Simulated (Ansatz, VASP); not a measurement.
Two plane-wave programs on Rb

The input INCAR:

```
SYSTEM = Rb
PREC     = Accurate       ! precision mode
ENCUT    = 520            ! plane-wave cutoff, eV
EDIFF    = 1E-7           ! SCF threshold, eV
ISMEAR   = -1             ! smearing method
SIGMA    = 0.1            ! smearing width, eV
LREAL    = .False.        ! projectors in reciprocal space
LASPH    = .True.         ! aspherical terms in the spheres
NELM     = 80             ! most SCF steps
ALGO     = Normal         ! electronic algorithm
ISIF     = 2              ! what is computed and relaxed
LWAVE    = .False.        ! write WAVECAR
LCHARG   = .True.         ! write CHGCAR
GGA      = B5             ! functional
ALDAX    = 1.0          
AGGAX    = 1.0          
AGGAC    = 1.0          
ALDAC    = 0.0          
LELF     = .True.         ! ELF
LVHAR    = .True.       
NBANDS   = 16             ! bands
```

The input KPOINTS:

```
Automatic mesh
0
Gamma
  6 6 6
  0 0 0
```

File POSCAR:

```
Rb
1.0
    0.0000000000      5.4444310594      5.4444310594
    5.4444310594      0.0000000000      5.4444310594
    5.4444310594      5.4444310594      0.0000000000
Rb
2
Direct
    0.1250000000      0.1250000000      0.1250000000
    0.8750000000      0.8750000000      0.8750000000
```

Input for Ansatz:

```yaml
crystal:
  lattice:
    - [0.0, 5.4444310594, 5.4444310594]
    - [5.4444310594, 0.0, 5.4444310594]
    - [5.4444310594, 5.4444310594, 0.0]
  atoms:
    - { symbol: Rb, position: [0.125, 0.125, 0.125] }
    - { symbol: Rb, position: [0.875, 0.875, 0.875] }
hamiltonian:
  xc: blyp
  pseudopotentials:
    kind: paw
    azcp:
      Rb: "pseudopotentials/Rb.paw.azcp"
basis:
  ecutwfc: 420
  fft_grid_basis: typed
kpoints:
  mp_grid: { grid: [6, 6, 6], shift: [0, 0, 0] }
magnetization:
  spin_polarized: false
scf:
  occupations: { method: fermi_dirac, width: 0.1 }
  lower_state_search: "off"
output:
  stress: true
```

Alike in both runs: task single point; functional BLYP; k mesh 6 × 6 × 6; occupations fermi-dirac, width 0.1 eV; no spin polarisation.

```csv
,VASP,Ansatz
version,VASP 6.6.1,Ansatz 0.2.0
potentials or method,"VASP PAW PBE potentials, release 64 (Rb_sv), cutoff 520 eV","plane waves (420 eV) with PAW, scalar-relativistic"
valence electrons in the cell,18,18
```

```csv
,VASP,Ansatz,Ansatz less VASP
pressure (GPa),0.0,0.0,0.00
```

VASP's potentials were made for PBE, not for BLYP.
